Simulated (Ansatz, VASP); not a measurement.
One calculation of Se, two programs

```
Se
1.0
     6.54503    0.00000    0.00000
     0.00000    6.54503    0.00000
     0.00000    0.00000   25.78173
Se
6
Direct
  0.37058 0.37058 0.29090
  0.62942 0.62942 0.29090
  0.12942 0.87058 0.29090
  0.87058 0.12942 0.29090
  0.00000 0.50000 0.31970
  0.50000 0.00000 0.26211
```

Alike in both runs: functional PBE; k mesh 2 × 2 × 1; occupations gaussian, width 0.1 eV; no spin polarisation.

Ansatz relaxed the structure, and its values are those at the end. VASP's run is a single point on that final structure, the one shown.

|  | VASP | Ansatz |
| --- | --- | --- |
| version | VASP 6.6.1 | Ansatz 0.2.0 |
| potentials or method | VASP PAW PBE potentials, release 64 (Se), cutoff 520 eV | scalar-relativistic, plane waves, PAW |
| valence electrons in the cell | 36 | 96 |

|  | VASP | Ansatz | Ansatz less VASP |
| --- | --- | --- | --- |
| gap on the k mesh at the Fermi level (eV) | none | none | - |
| rms of the force components (eV/Å) | 0.003 | 0.005 | +0.0028 |

A gap of «none» marks a metal or a gap that the smearing closes. VASP's potentials hold 36 valence electrons a cell and Ansatz's 96, so a difference there can come from the potentials and not from the codes. Ansatz's warnings: slab cell height set.

The k mesh is coarse, so the values compare programs but aren't converged.
